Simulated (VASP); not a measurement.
# GaN (F-43m) in VASP: notebook

Aim: see how the results for GaN move with the level of theory and the settings. Levels: LDA, BLYP+D4. Tasks: single point.

Everything below comes from runs of VASP 6.6.1. Logs are shortened: lines on timing, memory, paths and dates and some standing lists are left out, and cuts for length are marked.

## 1. The cell of the first run

The structure is cubic, space group F-43m (No. 216). Conventional cell: a = 4.507 Å, b = 4.507 Å, c = 4.507 Å, α = 90.00°, β = 90.00°, γ = 90.00°. Within 2.6 Å of Ga (site symmetry -43m) lie 4 N at 1.95 Å. N (site symmetry -43m) has 4 Ga at 1.95 Å within 2.6 Å.

## 2. Single point, LDA, non-collinear spin, zero start, spin-orbit coupling

The input, INCAR:

```
PREC = Accurate ; ENCUT = 1330
EDIFF = 1E-6 ; ISMEAR = -1
SIGMA = 0.05 ; LREAL = False
LASPH = True ; NELM = 200
ALGO = Normal ; ISIF = 2
LWAVE = False ; LCHARG = False
MAGMOM = 0 0 0 0 0 0 ; LORBIT = 11
LSORBIT = True ; GGA_COMPAT = False
LORBMOM = True ; GGA = CA
NBANDS = 30
```

The input, KPOINTS:

```
Automatic mesh
0
Gamma
  10 10 10
```

The input, POSCAR:

```
GaN
1.0
    0.0000000000      2.2535006075      2.2535006075
    2.2535006075      0.0000000000      2.2535006075
    2.2535006075      2.2535006075      0.0000000000
Ga N
1 1
Direct
    0.0000000000      0.0000000000      0.0000000000
    0.2500000000      0.2500000000      0.2500000000
```

Potentials or basis: VASP PAW LDA potentials, release 64 (Ga_d, N_h).

Launch:

```bash
> cat potpaw_LDA.64/Ga_d/POTCAR potpaw_LDA.64/N_h/POTCAR > POTCAR
> mpirun -np 1 vasp_ncl > vasp.out
```

OUTCAR:

```text
PREC = Accurate
   ENCUT = 1330
   EDIFF = 1E-6
   ISMEAR = -1
   LREAL = False
   LASPH = True
   NELM = 200
   ISIF = 2
   LORBIT = 11
   LSORBIT = True
   GGA = CA

 ion  position               nearest neighbor table
   1  0.000  0.000  0.000-   2 1.95   2 1.95   2 1.95   2 1.95
   2  0.250  0.250  0.250-   1 1.95   1 1.95   1 1.95   1 1.95

  LATTYP: Found a face centered cubic cell.
 ALAT       =     4.5070012150

  Lattice vectors:

 A1 = (   0.0000000000,   2.2535006075,   2.2535006075)
 A2 = (   2.2535006075,   0.0000000000,   2.2535006075)
 A3 = (   2.2535006075,   2.2535006075,   0.0000000000)

Analysis of symmetry for initial positions (statically):
=====================================================================
 Subroutine PRICEL returns:
 Original cell was already a primitive cell.

 Routine SETGRP: Setting up the symmetry group for a
 face centered cubic supercell.

 Subroutine GETGRP returns: Found 24 space group operations
 (whereof 24 operations were pure point group operations)
 out of a pool of 48 trial point group operations.

The static configuration has the point symmetry T_d .

Analysis of symmetry for dynamics (positions and initial velocities):
=====================================================================
 Subroutine PRICEL returns:
 Original cell was already a primitive cell.

 Routine SETGRP: Setting up the symmetry group for a
 face centered cubic supercell.

 Subroutine GETGRP returns: Found 24 space group operations
 (whereof 24 operations were pure point group operations)
 out of a pool of 48 trial point group operations.

The dynamic configuration has the point symmetry T_d .

Analysis of structural, dynamic, and magnetic symmetry:
=====================================================================
 Subroutine PRICEL returns:
 Original cell was already a primitive cell.

 Routine SETGRP: Setting up the symmetry group for a
 face centered cubic supercell.

 Subroutine GETGRP returns: Found 24 space group operations
 (whereof 24 operations were pure point group operations)
 out of a pool of 48 trial point group operations.

The overall configuration has the point symmetry T_d .

 Subroutine INISYM returns: Found 24 space group operations
 (whereof 24 operations are pure point group operations),
 and found     1 'primitive' translations

----------------------------------------------------------------------------------------

                                     Primitive cell

  volume of cell :      22.8877

  direct lattice vectors                    reciprocal lattice vectors
     0.000000000  2.253500607  2.253500607    -0.221877020  0.221877020  0.221877020
     2.253500607  0.000000000  2.253500607     0.221877020 -0.221877020  0.221877020
     2.253500607  2.253500607  0.000000000     0.221877020  0.221877020 -0.221877020

  length of vectors
     3.186931122  3.186931122  3.186931122     0.384302272  0.384302272  0.384302272

  position of ions in fractional coordinates (direct lattice)
     0.000000000  0.000000000  0.000000000
     0.250000000  0.250000000  0.250000000

  ion indices of the primitive-cell ions
   primitive index   ion index
                 1           1
                 2           2

----------------------------------------------------------------------------------------

 KPOINTS: Automatic mesh

Automatic generation of k-mesh.
 Grid dimensions read from file:
 generate k-points for:   10   10   10

 Generating k-lattice:

  Cartesian coordinates                     Fractional coordinates (reciprocal lattice)
    -0.022187702  0.022187702  0.022187702     0.100000000  0.000000000  0.000000000
     0.022187702 -0.022187702  0.022187702     0.000000000  0.100000000  0.000000000
     0.022187702  0.022187702 -0.022187702     0.000000000  0.000000000  0.100000000

  Length of vectors
     0.038430227  0.038430227  0.038430227

  Shift w.r.t. Gamma in fractional coordinates (k-lattice)
     0.000000000  0.000000000  0.000000000

 Subroutine IBZKPT returns following result:
 ===========================================

 Found     73 irreducible k-points:

 Following reciprocal coordinates:
            Coordinates               Weight
  0.000000  0.000000  0.000000      1.000000
  0.100000  0.000000  0.000000      4.000000
 -0.100000  0.000000  0.000000      4.000000
  0.200000  0.000000  0.000000      4.000000
[... 37 lines left out ...]
   ENCUT  = 1330.0 eV  97.75 Ry    9.89 a.u.   9.48  9.48  9.48*2*pi/ulx,y,z
   NELM   =    200;   NELMIN=  2; NELMDL= -5     # of ELM steps
   EDIFF  = 0.1E-05   stopping-criterion for ELM
   LREAL  =      F    real-space projection
   EDIFFG = 0.1E-04   stopping-criterion for IOM
   NSW    =      0    number of steps for IOM
   IBRION =     -1    ionic relax: 0-MD 1-quasi-New 2-CG
   NFREE  =      0    steps in history (QN), initial steepest desc. (CG)
   ISIF   =      2    stress and relaxation
   ISYM   =      2    0-nonsym 1-usesym 2-fastsym
   POTIM  = 0.5000    time-step for ionic-motion
   TEBEG  =    0.0;   TEEND  =   0.0 temperature during run
   PSTRESS=    0.0 pullay stress
   NELECT =      18.0000    total number of electrons
   NUPDOWN=      -1.0000    fix difference up-down
   EMIN   =  10.00;   EMAX   =-10.00  energy-range for DOS
   EFERMI =   0.00;   METHOD = LEGACY
   ISMEAR =    -1;   SIGMA  =   0.05  broadening in eV -4-tet -1-fermi 0-gaus
   EFERMI_NEDOS =   21; number of points for ismear=-14 and -15
   IALGO  =     38    algorithm
   IMIX   =      4    mixing-type and parameters
     AMIX     =   0.40;   BMIX     =  1.00
     AMIX_MAG =   1.60;   BMIX_MAG =  1.00
  volume/ion in A,a.u.               =      11.44        77.23
  Fermi-wavevector in a.u.,A,eV,Ry     =   1.511117  2.855596 31.068543  2.283473
  Thomas-Fermi vector in A             =   2.621216
   LORBIT       =     11    0 simple, 1 ext, 2 COOP (PROOUT), +10 PAW based schemes
   GGA     = CA    functional components
   LHFCALC =     F    Hartree Fock is set to
   AEXX    =    0.0000 exact exchange contribution
   IVDW    =     0    specifies the selected vdW correction
   LEPSILON=     F    determine dielectric tensor
   LRPA    =     F    only Hartree local field effects (RPA)
  energy-cutoff  :     1330.00
  volume of cell :       22.89
 maximum number of plane-waves:      5130
 NGX is ok and might be reduce to    40
   NGX = 19   NGY = 19   NGZ = 19

 number of electron      17.9999999 magnetization       0.0000000      0.0000000      0.0000000

 number of electron      17.9999999 magnetization      -0.0000000     -0.0000000     -0.0000000

 number of electron      17.9999999 magnetization       0.0000000     -0.0000000     -0.0000000

 number of electron      17.9999999 magnetization      -0.0000000      0.0000000      0.0000000

 Free energy of the ion-electron system (eV)
  ---------------------------------------------------
  ext. energy  EPLUGINS =         0.00000000
  ---------------------------------------------------
  free energy    TOTEN  =       -13.94192577 eV

  energy without entropy =      -13.94192577  energy(sigma->0) =      -13.94192577

 E-fermi :   6.2584     XC(G=0): -12.1333

 val. band max:        5.3431752283   @ k =   0.0000   0.0000   0.0000
 cond. band min:       7.0884801424   @ k =   0.0000   0.0000   0.0000
 fundamental gap:      1.7453049142
 Fermi energy:         6.2584329203

 k-point     1 :       0.0000    0.0000    0.0000
  band No.  band energies     occupation
      1     -10.4626      1.00000
      2     -10.4626      1.00000
      3      -8.3987      1.00000
      4      -8.3987      1.00000
      5      -8.3987      1.00000
      6      -8.3987      1.00000
[... 781 lines left out ...]
     29      21.5852      0.00000
     30      21.6276      0.00000

 [... further k-points ...]
[... 5 lines left out ...]
  --------------------------------------------------------------------------------------
  -------------------------------------------------------------------------------------
  Total       -0.7950691     -0.7950691     -0.7950691      0.0000000      0.0000000      0.0000000
  in kB      -55.6560566    -55.6560566    -55.6560566      0.0000000      0.0000000      0.0000000
  external PRESSURE =     -55.6560566 kB  Pullay stress =       0.0000000 kB

 VOLUME and BASIS-vectors are now :
 -----------------------------------------------------------------------------
  energy-cutoff  :     1330.00
  volume of cell :       22.89
      direct lattice vectors                 reciprocal lattice vectors
     0.000000000  2.253500607  2.253500607    -0.221877020  0.221877020  0.221877020
     2.253500607  0.000000000  2.253500607     0.221877020 -0.221877020  0.221877020
     2.253500607  2.253500607  0.000000000     0.221877020  0.221877020 -0.221877020

 POSITION                                       TOTAL-FORCE (eV/Angst)
 -----------------------------------------------------------------------------------
      0.00000      0.00000      0.00000         0.000000      0.000000      0.000000
      1.12675      1.12675      1.12675        -0.000000     -0.000000     -0.000000
 -----------------------------------------------------------------------------------
    total drift:                                0.000000      0.000000      0.000000

  FREE ENERGIE OF THE ION-ELECTRON SYSTEM (eV)
  ---------------------------------------------------
  free  energy   TOTEN  =       -13.9419257695 eV

  energy  without entropy=      -13.9419257692  energy(sigma->0) =      -13.94192577

 orbital moment (x)

 # of ion     p       d       tot
 ----------------------------------------
  1         0.000  -0.000  -0.000
  2        -0.000   0.000  -0.000
 ----------------------------------------
           -0.000  -0.000  -0.000

 orbital moment (y)

 # of ion     p       d       tot
 ----------------------------------------
  1         0.000   0.000   0.000
  2        -0.000   0.000  -0.000
 ----------------------------------------
            0.000   0.000   0.000

 orbital moment (z)

 # of ion     p       d       tot
 ----------------------------------------
  1         0.000  -0.000  -0.000
  2        -0.000   0.000  -0.000
 ----------------------------------------
           -0.000  -0.000  -0.000

 Spin-Orbit-Coupling matrix elements

 Ion:    1  E_soc:     -0.0112626
 l=   1
     0.0000000    -0.0010364    -0.0010364
    -0.0010364     0.0000000    -0.0010364
    -0.0010364    -0.0010364     0.0000000
 l=   2
     0.0000000    -0.0001754     0.0000000    -0.0001754    -0.0006653
    -0.0001754     0.0000000    -0.0004990    -0.0001754    -0.0001663
     0.0000000    -0.0004990     0.0000000    -0.0004990     0.0000000
    -0.0001754    -0.0001754    -0.0004990     0.0000000    -0.0001663
    -0.0006653    -0.0001663     0.0000000    -0.0001663     0.0000000
 l=   3
     0.0000000     0.0000000     0.0000000     0.0000000     0.0000000     0.0000000     0.0000000
     0.0000000     0.0000000     0.0000000     0.0000000     0.0000000     0.0000000     0.0000000
     0.0000000     0.0000000     0.0000000     0.0000000     0.0000000     0.0000000     0.0000000
     0.0000000     0.0000000     0.0000000     0.0000000     0.0000000     0.0000000     0.0000000
     0.0000000     0.0000000     0.0000000     0.0000000     0.0000000     0.0000000     0.0000000
     0.0000000     0.0000000     0.0000000     0.0000000     0.0000000     0.0000000     0.0000000
     0.0000000     0.0000000     0.0000000     0.0000000     0.0000000     0.0000000     0.0000000

 Ion:    2  E_soc:     -0.0001186
 l=   1
     0.0000000    -0.0000198    -0.0000198
    -0.0000198     0.0000000    -0.0000198
    -0.0000198    -0.0000198     0.0000000
 l=   2
     0.0000000     0.0000000     0.0000000     0.0000000     0.0000000
     0.0000000     0.0000000     0.0000000     0.0000000     0.0000000
     0.0000000     0.0000000     0.0000000     0.0000000     0.0000000
     0.0000000     0.0000000     0.0000000     0.0000000     0.0000000
     0.0000000     0.0000000     0.0000000     0.0000000     0.0000000
 l=   3
     0.0000000     0.0000000     0.0000000     0.0000000     0.0000000     0.0000000     0.0000000
     0.0000000     0.0000000     0.0000000     0.0000000     0.0000000     0.0000000     0.0000000
     0.0000000     0.0000000     0.0000000     0.0000000     0.0000000     0.0000000     0.0000000
     0.0000000     0.0000000     0.0000000     0.0000000     0.0000000     0.0000000     0.0000000
     0.0000000     0.0000000     0.0000000     0.0000000     0.0000000     0.0000000     0.0000000
     0.0000000     0.0000000     0.0000000     0.0000000     0.0000000     0.0000000     0.0000000
     0.0000000     0.0000000     0.0000000     0.0000000     0.0000000     0.0000000     0.0000000

 total charge

# of ion       s       p       d       tot
------------------------------------------
    1        0.799   0.910  10.176  11.884
    2        0.701   1.502   0.000   2.203
--------------------------------------------------
tot          1.500   2.411  10.176  14.087

 magnetization (x)

# of ion       s       p       d       tot
------------------------------------------
    1        0.000   0.000  -0.000  -0.000
    2       -0.000   0.000   0.000   0.000
--------------------------------------------------
tot         -0.000   0.000  -0.000   0.000

 magnetization (y)

# of ion       s       p       d       tot
------------------------------------------
    1        0.000   0.000   0.000   0.000
    2       -0.000  -0.000   0.000  -0.000
--------------------------------------------------
tot         -0.000  -0.000   0.000  -0.000

 magnetization (z)

# of ion       s       p       d       tot
------------------------------------------
    1        0.000   0.000   0.000   0.000
    2       -0.000  -0.000   0.000  -0.000
--------------------------------------------------
tot         -0.000  -0.000   0.000  -0.000
```

Wall time 4 min (1 thread of Intel Xeon 6975P-C (Granite Rapids), shared host); peak memory 0.55 GiB.

What came out:

```yaml
Free_energy: -13.9419 eV
Pressure: -5.6 GPa
Net_moment: 0.00 μB per cell
Valence_electrons_inside_the_program's_atomic_spheres: Ga 11.88; N 2.20
```

Moments on the atoms (μB; x, y, z):
```
Ga  0.00 0.00 0.00
N   0.00 0.00 0.00
```

Caveat: the cell stands under tension.

## 3. Single point, BLYP+D4

This run uses another cell than the first one, of 11.67 Å³/atom.

The input, INCAR:

```
AGGAC = 1.0
AGGAX = 1.0
ALDAC = 0.0
ALDAX = 1.0
ALGO = Normal
EDIFF = 1E-6
ENCUT = 1330
GGA = B5
GGA_COMPAT = False
ISIF = 2
ISMEAR = -1
IVDW = 13
LASPH = True
LCHARG = False
LREAL = False
LWAVE = False
NBANDS = 16
NELM = 120
PREC = Accurate
SIGMA = 0.05
VDW_A1 = 0.44488865
VDW_A2 = 4.0933009
VDW_S6 = 1.0
VDW_S8 = 2.34076671
```

The input, KPOINTS:

```
k-points
0
Gamma
  10 10 10
```

The input, POSCAR:

```
GaN
1.0
    0.0000000000      2.2684248875      2.2684248875
    2.2684248875      0.0000000000      2.2684248875
    2.2684248875      2.2684248875      0.0000000000
Ga N
1 1
Direct
    0.0000000000      0.0000000000      0.0000000000
    0.2500000000      0.2500000000      0.2500000000
```

Potentials or basis: VASP PAW PBE potentials, release 64 (Ga_d, N_h).

Launch:

```bash
> cat potpaw_PBE.64/Ga_d/POTCAR potpaw_PBE.64/N_h/POTCAR > POTCAR
> mpirun -np 1 vasp_std > vasp.out
```

It took 100 s on 1 thread of Intel Xeon Platinum 8559C (Emerald Rapids), shared host; peak memory 0.28 GiB.

The run converged. Its results:

| Item | Value |
| --- | --- |
| Free energy | -12.5023 eV |
| Pressure | -2.9 GPa |
| Band gap on the k mesh | 1.68 eV |
| Dispersion energy per atom | -0.748 eV |

Levels at points of the mesh, in eV from the valence-band top:
```tsv
k point	band 6	band 7	band 8	band 9	band 10	band 11	band 12	band 13
(0.00, 0.00, 0.00)	-13.24	0.00	0.00	0.00	1.68	10.18	10.18	10.18
(0.50, 0.00, 0.00)	-11.92	-6.83	-0.94	-0.94	4.53	8.76	10.32	10.32
(0.50, 0.50, 0.00)	-11.47	-6.02	-2.60	-2.60	3.59	6.56	11.72	13.72
```

Caveat: the PAW data sets were made with another functional, which shifts forces and pressure a little.

## 4. Single point, BLYP+D4

This run uses another cell than the first one, of 11.21 Å³/atom.

The input, INCAR:

```
  PREC = Accurate
  ENCUT = 1330
  EDIFF = 1E-6
  ISMEAR = -1
  SIGMA = 0.05
  LREAL = F
  LASPH = T
  NELM = 120
  ALGO = Normal
  ISIF = 2
  LWAVE = F
  LCHARG = F
  GGA = B5
  ALDAX = 1.0
  AGGAX = 1.0
  AGGAC = 1.0
  ALDAC = 0.0
  IVDW = 13
  VDW_S6 = 1.0
  VDW_S8 = 2.34076671
  VDW_A1 = 0.44488865
  VDW_A2 = 4.0933009
  NBANDS = 16
  GGA_COMPAT = F
```

The input, KPOINTS:

```
regular mesh
0
Gamma
  10 10 10
```

The input, POSCAR:

```
GaN
1.0
    0.0000000000      2.2383759866      2.2383759866
    2.2383759866      0.0000000000      2.2383759866
    2.2383759866      2.2383759866      0.0000000000
Ga N
1 1
Direct
    0.0000000000      0.0000000000      0.0000000000
    0.2500000000      0.2500000000      0.2500000000
```

Launch:

```bash
> cat potpaw_PBE.64/Ga_d/POTCAR potpaw_PBE.64/N_h/POTCAR > POTCAR
> mpirun -np 1 vasp_std > vasp.out
```

Run time: 2.9 min. Hardware: 1 thread of AMD EPYC 7R43 (Zen 3), shared host; peak memory 0.25 GiB.

The run converged. Its results:

```yaml
Free_energy: -12.4979 eV
Pressure: 4.4 GPa
Band_gap_on_the_k_mesh: 1.95 eV
Dispersion_energy_per_atom: -0.781 eV
```

Levels at points of the mesh, in eV from the valence-band top:
```csv
k point,band 7,band 8,band 9,band 10,band 11,band 12
"(0.00, 0.00, 0.00)",0.00,0.00,0.00,1.95,10.44,10.44
"(0.50, 0.00, 0.00)",-7.09,-0.99,-0.99,4.82,8.97,10.54
"(0.50, 0.50, 0.00)",-6.18,-2.74,-2.74,3.61,6.82,11.99
```

Caveat: the cell stands under pressure; the PAW data sets were made with another functional, which shifts forces and pressure a little.

## 5. Single point, LDA (11.05 Å³/atom)

This run uses another cell than the first one, of 11.05 Å³/atom.

The input, INCAR:

```
ALGO = Normal ; EDIFF = 1E-6
ENCUT = 600 ; GGA = CA
GGA_COMPAT = False ; ISIF = 2
ISMEAR = -5 ; LASPH = True
LCHARG = True ; LELF = True
LREAL = False ; LVHAR = True
LWAVE = False ; NBANDS = 16
NELM = 120 ; PREC = Accurate
SIGMA = 0.05
```

The input, KPOINTS:

```
k-points
0
Gamma
  10 10 10
```

The input, POSCAR:

```
GaN
1.0
    3.1503543925      0.0000000000      0.0000000000
    1.5751771963      2.7282869348      0.0000000000
    1.5751771963      0.9094289783      2.5722535902
Ga N
1 1
Direct
    0.0000000000      0.0000000000      0.0000000000
    0.2500000000      0.2500000000      0.2500000000
```

Potentials or basis: VASP PAW LDA potentials, release 64 (Ga_d, N).

Launch:

```bash
> cat potpaw_LDA.64/Ga_d/POTCAR potpaw_LDA.64/N/POTCAR > POTCAR
> mpirun -np 1 vasp_std > vasp.out
```

Run time: 26 s. Hardware: 1 thread of Intel Xeon 8259CL, shared host; peak memory 0.15 GiB.

Results (log left out):

- Free energy: -13.9441 eV
- Pressure: 1.0 GPa
- Band gap on the k mesh: 1.97 eV

Levels at points of the mesh, in eV from the valence-band top:
```tsv
k point	band 6	band 7	band 8	band 9	band 10	band 11	band 12	band 13
(0.00, 0.00, 0.00)	-13.24	0.00	0.00	0.00	1.97	10.33	10.33	10.33
(0.50, 0.00, 0.00)	-11.86	-7.35	-1.02	-1.02	4.78	8.77	10.38	10.38
(0.50, 0.50, 0.00)	-11.39	-6.35	-2.86	-2.86	3.26	6.69	11.75	14.12
```

## 6. The runs side by side

```tsv
level	potentials or basis	spin	cell	cutoff (eV)	smearing	gap on the mesh (eV)	pressure (GPa)
LDA	VASP PAW LDA potentials, release 64 (Ga_d, N_h)	non-collinear, zero start, SOC	a = 3.187 Å, angles 60.0°, 2 atoms	1330	fermi-dirac 0.05 eV	-	-5.6
BLYP+D4	VASP PAW PBE potentials, release 64 (Ga_d, N_h)	off	a = 3.208 Å, angles 60.0°, 2 atoms	1330	fermi-dirac 0.05 eV	1.68	-2.9
BLYP+D4	VASP PAW PBE potentials, release 64 (Ga_d, N_h)	off	a = 3.166 Å, angles 60.0°, 2 atoms	1330	fermi-dirac 0.05 eV	1.95	4.4
LDA	VASP PAW LDA potentials, release 64 (Ga_d, N)	off	a = 3.150 Å, angles 60.0°, 2 atoms	600	tetrahedron	1.97	1.0
```

Alike in all rows: task single point; k mesh 10 × 10 × 10.

Caveats: the PAW data sets were made with another functional, which shifts forces and pressure a little (at least some runs); the cell stands under tension (at least some runs); the cell stands under pressure (at least some runs).

Total energies depend on the potentials used, so only differences within one code and one set of settings carry meaning.
